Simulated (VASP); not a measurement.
# TaAs (I4_1md) in VASP: a series of runs, part 2 of 2

VASP 6.6.1. Earlier steps stand in the parts before.

## 3. Single point, LDA

This run uses another cell than the first one, of 16.69 Å³/atom.

The input, INCAR:

```
PREC     = Accurate       # precision mode
ENCUT    = 510            # plane-wave cutoff, eV
EDIFF    = 1E-6           # SCF threshold, eV
ISMEAR   = -1             # smearing method
SIGMA    = 0.02           # smearing width, eV
LREAL    = F              # projectors in reciprocal space
LASPH    = T              # aspherical terms in the spheres
NELM     = 120            # most SCF steps
ALGO     = Normal         # electronic algorithm
ISIF     = 2              # what is computed and relaxed
LWAVE    = F              # write WAVECAR
LCHARG   = F              # write CHGCAR
GGA      = CA             # functional
NBANDS   = 36             # bands
GGA_COMPAT= F
```

The input, KPOINTS:

```
Automatic mesh
0
Gamma
  10 10 10
```

The input, POSCAR:

```
TaAs
1.0
   -1.7020910941      1.7020910941      5.7601406057
    1.7020910941     -1.7020910941      5.7601406057
    1.7020910941      1.7020910941     -5.7601406057
Ta As
2 2
Direct
    0.5002917458      1.0002917458      0.5000000000
    0.7502917458      0.7502917458      0.0000000000
    0.0823076742      0.5823076742      0.5000000000
    0.3323076742      0.3323076742      0.0000000000
```

Potentials or basis: VASP PAW LDA potentials, release 64 (Ta_sv_GW, As_d).

Command:

```bash
cat potpaw_LDA.64/Ta_sv_GW/POTCAR potpaw_LDA.64/As_d/POTCAR > POTCAR
mpirun -np 1 vasp_std > vasp.out
```

OUTCAR:

```text
PREC = Accurate
   ENCUT = 510
   EDIFF = 1E-6
   ISMEAR = -1
   LREAL = F
   LASPH = T
   NELM = 120
   ISIF = 2
   GGA = CA

 ion  position               nearest neighbor table
   1  0.500  0.000  0.500-   4 2.58   4 2.58   3 2.59   3 2.59   3 2.59   3 2.59
   2  0.750  0.750  0.000-   3 2.58   3 2.58   4 2.59   4 2.59   4 2.59   4 2.59
   3  0.082  0.582  0.500-   2 2.58   2 2.58   1 2.59   1 2.59   1 2.59   1 2.59
   4  0.332  0.332  0.000-   1 2.58   1 2.58   2 2.59   2 2.59   2 2.59   2 2.59

  LATTYP: Found a body centered tetragonal cell.
 ALAT       =     3.4041821882
 C/A-ratio  =     3.3841553050

  Lattice vectors:

 A1 = (  -1.7020910941,   1.7020910941,   5.7601406057)
 A2 = (   1.7020910941,  -1.7020910941,   5.7601406057)
 A3 = (   1.7020910941,   1.7020910941,  -5.7601406057)

Analysis of symmetry for initial positions (statically):
=====================================================================
 Subroutine PRICEL returns:
 Original cell was already a primitive cell.

 Routine SETGRP: Setting up the symmetry group for a
 body centered tetragonal supercell.

 Subroutine GETGRP returns: Found  8 space group operations
 (whereof  4 operations were pure point group operations)
 out of a pool of 16 trial point group operations.

The static configuration has the point symmetry C_2v.
 The point group associated with its full space group is C_4v.

Analysis of symmetry for dynamics (positions and initial velocities):
=====================================================================
 Subroutine PRICEL returns:
 Original cell was already a primitive cell.

 Routine SETGRP: Setting up the symmetry group for a
 body centered tetragonal supercell.

 Subroutine GETGRP returns: Found  8 space group operations
 (whereof  4 operations were pure point group operations)
[... 123 lines left out ...]
   EFERMI_NEDOS =   21; number of points for ismear=-14 and -15
   IALGO  =     38    algorithm
   IMIX   =      4    mixing-type and parameters
     AMIX     =   0.40;   BMIX     =  1.00
     AMIX_MAG =   1.60;   BMIX_MAG =  1.00
  volume/ion in A,a.u.               =      16.69       112.61
  Fermi-wavevector in a.u.,A,eV,Ry     =   1.544014  2.917764 32.436014  2.383980
  Thomas-Fermi vector in A             =   2.649595
   LORBIT       =      0    0 simple, 1 ext, 2 COOP (PROOUT), +10 PAW based schemes
   GGA     = CA    functional components
   LHFCALC =     F    Hartree Fock is set to
   AEXX    =    0.0000 exact exchange contribution
   IVDW    =     0    specifies the selected vdW correction
   LEPSILON=     F    determine dielectric tensor
   LRPA    =     F    only Hartree local field effects (RPA)
 non-spin polarized calculation
  energy-cutoff  :      510.00
  volume of cell :       66.75
 maximum number of plane-waves:      1767
 NGX is ok and might be reduce to    48
   NGX = 23   NGY = 23   NGZ = 23

 number of electron      55.9999998 magnetization

 Free energy of the ion-electron system (eV)
  ---------------------------------------------------
  ext. energy  EPLUGINS =         0.00000000
  ---------------------------------------------------
  free energy    TOTEN  =       -43.94282028 eV

  energy without entropy =      -43.94205930  energy(sigma->0) =      -43.94243979

 E-fermi :   8.8268     XC(G=0): -13.0456

 val. band max:        8.8259302734   @ k =  -0.1000   0.5000   0.1000
 cond. band min:       8.8404813705   @ k =  -0.2000   0.3000   0.2000
 fundamental gap:      0.0145510972
 Fermi energy:         8.8268317313

 k-point     1 :       0.0000    0.0000    0.0000
  band No.  band energies     occupation
      1     -59.0216      2.00000
      2     -59.0081      2.00000
      3     -26.9545      2.00000
      4     -26.9545      2.00000
      5     -26.9219      2.00000
      6     -26.9182      2.00000
[... 925 lines left out ...]
     35      13.9796      0.00000
     36      14.4082      0.00000

 [... further k-points ...]

------------------------ aborting loop because EDIFF is reached ----------------------------------------

  FORCE on cell =-STRESS in cart. coord.  units (eV):
  Direction    XX          YY          ZZ          XY          YZ          ZX
  --------------------------------------------------------------------------------------
  -------------------------------------------------------------------------------------
  Total        0.1514942      0.1514942      0.1039535      0.0000000      0.0000000      0.0000000
  in kB        3.6362018      3.6362018      2.4951173      0.0000000      0.0000000      0.0000000
  external PRESSURE =       3.2558403 kB  Pullay stress =       0.0000000 kB

 VOLUME and BASIS-vectors are now :
 -----------------------------------------------------------------------------
  energy-cutoff  :      510.00
  volume of cell :       66.75
      direct lattice vectors                 reciprocal lattice vectors
    -1.702091094  1.702091094  5.760140606     0.000000000  0.293756311  0.086803437
     1.702091094 -1.702091094  5.760140606     0.293756311  0.000000000  0.086803437
     1.702091094  1.702091094 -5.760140606     0.293756311  0.293756311  0.000000000

 POSITION                                       TOTAL-FORCE (eV/Angst)
 -----------------------------------------------------------------------------------
      0.00000      1.70209      0.00336        -0.000000     -0.000000      0.003536
      0.00000      0.00000      8.64357         0.000000      0.000000      0.003536
      1.70209      0.00000      0.94821        -0.000000      0.000000     -0.003536
      0.00000      0.00000      3.82828         0.000000     -0.000000     -0.003536
 -----------------------------------------------------------------------------------
    total drift:                               -0.000000     -0.000000     -0.000101

  FREE ENERGIE OF THE ION-ELECTRON SYSTEM (eV)
  ---------------------------------------------------
  free  energy   TOTEN  =       -43.9428202765 eV

  energy  without entropy=      -43.9420593002  energy(sigma->0) =      -43.94243979
```

It took 12 min on 1 thread of Intel Xeon Platinum 8259CL at 2.50GHz (Skylake/Cascade Lake), shared host; peak memory 0.41 GiB.

What came out:

```
Free energy            : -43.9428 eV
Pressure               : 0.3 GPa
Largest force          : 0.004 eV/Å
Band gap on the k mesh : 0.01 eV (least direct gap 0.03 eV)
```

Forces on the atoms (eV/Å):
```
Ta   0.000  0.000  0.004
Ta   0.000  0.000  0.004
As   0.000  0.000 -0.004
As   0.000  0.000 -0.004
```

Stress tensor (GPa, compression positive):
```
0.36 0.00 0.00
0.00 0.36 0.00
0.00 0.00 0.25
```

Levels at points of the mesh, in eV from the valence-band top:
```csv
k point,band 25,band 26,band 27,band 28,band 29,band 30,band 31,band 32
"(0.00, 0.00, 0.00)",-2.41,-1.99,-1.62,-1.62,0.94,1.66,2.51,3.27
"(0.50, 0.00, 0.00)",-2.51,-2.25,-1.61,-0.20,0.14,1.46,2.40,2.58
"(0.50, 0.50, 0.00)",-3.18,-3.18,-1.06,-1.06,2.95,2.95,3.25,3.25
"(0.50, 0.50, 0.50)",-2.90,-2.90,-0.84,-0.84,1.28,1.28,2.44,2.44
```

Caveat: spin-orbit coupling is left out, which moves the levels of the heavy elements. A k mesh can miss the band edges.

The gap in the log of VASP goes by the Fermi energy; the results here count the filled bands.